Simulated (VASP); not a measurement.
# NaI (I4/mmm) in VASP: further runs

The runs below take NaI through single point, with PBEsol.

Program: VASP 6.6.1. These are calculated values, not measurements. Logs are shortened: lines on timing, memory, paths and dates and some standing lists are left out, and cuts for length are marked.

### Step 1. The cell of the first run

The structure is tetragonal, space group I4/mmm (No. 139). The conventional cell has a = 4.646 Å, b = 4.646 Å, c = 6.279 Å, α = 90.00°, β = 90.00°, γ = 90.00°. Within 4.1 Å of Na (site symmetry 4/mmm) lie 6 I at 3.14 to 3.28 Å. Within 4.1 Å of I (site symmetry 4/mmm) lie 6 Na at 3.14 to 3.28 Å.

### Step 2. Single point, PBEsol (strain +0.015 along x and y, -0.030 along z)

Input file INCAR:

```
ALGO     = Normal         # electronic algorithm
EDIFF    = 1E-7           # SCF threshold, eV
ENCUT    = 520            # plane-wave cutoff, eV
GGA      = PS             # functional
ISIF     = 2              # what is computed and relaxed
ISMEAR   = 0              # smearing method
LASPH    = True           # aspherical terms in the spheres
LCHARG   = False          # write CHGCAR
LREAL    = False          # projectors in reciprocal space
LWAVE    = False          # write WAVECAR
NBANDS   = 14             # bands
NELM     = 60             # most SCF steps
PREC     = Accurate       # precision mode
SIGMA    = 0.05           # smearing width, eV
```

Input file KPOINTS:

```
k-points
0
Gamma
  6 6 6
```

Input file POSCAR:

```
NaI
1.0
    0.0000000000      3.2849460000      3.1393080000
    3.2849460000      0.0000000000      3.1393080000
    3.2849460000      3.2849460000      0.0000000000
Na I
1 1
Direct
    0.0000000000      0.0000000000      0.0000000000
    0.5000000000      0.5000000000      0.5000000000
```

Potentials or basis: VASP PAW PBE potentials, release 64 (Na_pv, I).

Started as:

```
$ cat potpaw_PBE.64/Na_pv/POTCAR potpaw_PBE.64/I/POTCAR > POTCAR
$ mpirun -np 1 vasp_std > vasp.out
```

OUTCAR:

```text
EDIFF = 1E-7
   ENCUT = 520
   GGA = PS
   ISIF = 2
   ISMEAR = 0
   LASPH = True
   LREAL = False
   NELM = 60
   PREC = Accurate

 ion  position               nearest neighbor table
   1  0.000  0.000  0.000-   2 3.14   2 3.14
   2  0.500  0.500  0.500-   1 3.14   1 3.14

  LATTYP: Found a body centered tetragonal cell.
 ALAT       =     4.6456151849
 C/A-ratio  =     1.3515144389

  Lattice vectors:

 A1 = (   0.0000000000,  -3.2849460000,  -3.1393080000)
 A2 = (   0.0000000000,   3.2849460000,  -3.1393080000)
 A3 = (   3.2849460000,   0.0000000000,   3.1393080000)

Analysis of symmetry for initial positions (statically):
=====================================================================
 Subroutine PRICEL returns:
 Original cell was already a primitive cell.

 Routine SETGRP: Setting up the symmetry group for a
 body centered tetragonal supercell.

 Subroutine GETGRP returns: Found 16 space group operations
 (whereof 16 operations were pure point group operations)
 out of a pool of 16 trial point group operations.

The static configuration has the point symmetry D_4h.

Analysis of symmetry for dynamics (positions and initial velocities):
=====================================================================
 Subroutine PRICEL returns:
 Original cell was already a primitive cell.

 Routine SETGRP: Setting up the symmetry group for a
 body centered tetragonal supercell.

 Subroutine GETGRP returns: Found 16 space group operations
 (whereof 16 operations were pure point group operations)
 out of a pool of 16 trial point group operations.

The dynamic configuration has the point symmetry D_4h.

 Subroutine INISYM returns: Found 16 space group operations
 (whereof 16 operations are pure point group operations),
 and found     1 'primitive' translations

----------------------------------------------------------------------------------------

                                     Primitive cell

  volume of cell :      67.7517

  direct lattice vectors                    reciprocal lattice vectors
     0.000000000  3.284946000  3.139308000    -0.152209504  0.152209504  0.159270769
     3.284946000  0.000000000  3.139308000     0.152209504 -0.152209504  0.159270769
     3.284946000  3.284946000  0.000000000     0.152209504  0.152209504 -0.159270769

  length of vectors
     4.543800715  4.543800715  4.645615185     0.267773494  0.267773494  0.267773494

  position of ions in fractional coordinates (direct lattice)
     0.000000000  0.000000000  0.000000000
[... 89 lines left out ...]
   NELECT =      14.0000    total number of electrons
   NUPDOWN=      -1.0000    fix difference up-down
   EMIN   =  10.00;   EMAX   =-10.00  energy-range for DOS
   EFERMI =   0.00;   METHOD = LEGACY
   ISMEAR =     0;   SIGMA  =   0.05  broadening in eV -4-tet -1-fermi 0-gaus
   EFERMI_NEDOS =   21; number of points for ismear=-14 and -15
   IALGO  =     38    algorithm
   IMIX   =      4    mixing-type and parameters
     AMIX     =   0.40;   BMIX     =  1.00
     AMIX_MAG =   1.60;   BMIX_MAG =  1.00
  volume/ion in A,a.u.               =      33.88       228.61
  Fermi-wavevector in a.u.,A,eV,Ry     =   0.967856  1.828982 12.745191  0.936745
  Thomas-Fermi vector in A             =   2.097777
   LORBIT       =      0    0 simple, 1 ext, 2 COOP (PROOUT), +10 PAW based schemes
   GGA     = PS    functional components
   LHFCALC =     F    Hartree Fock is set to
   AEXX    =    0.0000 exact exchange contribution
   IVDW    =     0    specifies the selected vdW correction
   LEPSILON=     F    determine dielectric tensor
   LRPA    =     F    only Hartree local field effects (RPA)
 non-spin polarized calculation
 Gauss-broadening in eV      SIGMA  =   0.05
  energy-cutoff  :      520.00
  volume of cell :       67.75
 maximum number of plane-waves:      1842
 NGX is ok and might be reduce to    36
   NGX = 17   NGY = 17   NGZ = 17

 number of electron      13.9999996 magnetization

 Free energy of the ion-electron system (eV)
  ---------------------------------------------------
  ext. energy  EPLUGINS =         0.00000000
  ---------------------------------------------------
  free energy    TOTEN  =        -5.65949383 eV

  energy without entropy =       -5.65949383  energy(sigma->0) =       -5.65949383

 E-fermi :   0.9728     XC(G=0):  -7.8450

 val. band max:        0.7412019923   @ k =   0.0000   0.0000   0.0000
 cond. band min:       4.2330800318   @ k =   0.0000   0.0000   0.0000
 fundamental gap:      3.4918780396
 Fermi energy:         0.9728053293

 k-point     1 :       0.0000    0.0000    0.0000
  band No.  band energies     occupation
      1     -21.5207      2.00000
      2     -21.5207      2.00000
      3     -21.5185      2.00000
      4     -10.3393      2.00000
      5       0.6771      2.00000
      6       0.7412      2.00000
      7       0.7412      2.00000
      8       4.2331      0.00000
      9       8.4787      0.00000
     10       8.4787      0.00000
     11       8.7736      0.00000
     12      10.1863      0.00000
     13      10.6751      0.00000
     14      10.9714      0.00000
[... 377 lines left out ...]
      1     -21.5244      2.00000
      2     -21.5222      2.00000
      3     -21.5204      2.00000
      4      -9.9751      2.00000
      5      -1.0827      2.00000
      6      -0.2700      2.00000
      7       0.1174      2.00000
      8       5.7253      0.00000
      9       6.8260      0.00000
     10       9.0991      0.00000
     11      10.2346      0.00000
     12      11.4580      0.00000
     13      13.1209      0.00000
     14      13.8203      0.00000

 [... further k-points ...]

------------------------ aborting loop because EDIFF is reached ----------------------------------------

  FORCE on cell =-STRESS in cart. coord.  units (eV):
  Direction    XX          YY          ZZ          XY          YZ          ZX
  --------------------------------------------------------------------------------------
  -------------------------------------------------------------------------------------
  Total       -0.3292038     -0.3292038      0.1716848      0.0000000      0.0000000     -0.0000000
  in kB       -7.7849364     -7.7849364      4.0599625      0.0000000      0.0000000     -0.0000000
  external PRESSURE =      -3.8366368 kB  Pullay stress =       0.0000000 kB

 VOLUME and BASIS-vectors are now :
 -----------------------------------------------------------------------------
  energy-cutoff  :      520.00
  volume of cell :       67.75
      direct lattice vectors                 reciprocal lattice vectors
     0.000000000  3.284946000  3.139308000    -0.152209504  0.152209504  0.159270769
     3.284946000  0.000000000  3.139308000     0.152209504 -0.152209504  0.159270769
     3.284946000  3.284946000  0.000000000     0.152209504  0.152209504 -0.159270769

 POSITION                                       TOTAL-FORCE (eV/Angst)
 -----------------------------------------------------------------------------------
      0.00000      0.00000      0.00000        -0.000000     -0.000000      0.000000
      3.28495      3.28495      3.13931         0.000000      0.000000      0.000000
 -----------------------------------------------------------------------------------
    total drift:                                0.000000      0.000000      0.000000

  FREE ENERGIE OF THE ION-ELECTRON SYSTEM (eV)
  ---------------------------------------------------
  free  energy   TOTEN  =        -5.6594938281 eV

  energy  without entropy=       -5.6594938281  energy(sigma->0) =       -5.65949383
```

Run time: 45 s. Hardware: 1 thread of Intel Xeon 8259CL, shared host; peak memory 0.21 GiB.

What came out:

```
Free energy            : -5.6595 eV
Pressure               : -0.4 GPa
Band gap on the k mesh : 3.49 eV
```

Caveat: the cell differs from its parent crystal (strain +0.015 along x and y, -0.030 along z); the PAW data sets were made with another functional, which shifts forces and pressure a little; spin-orbit coupling is left out, which moves the levels of the heavy elements.

(Part 1 of 2 ends here.)
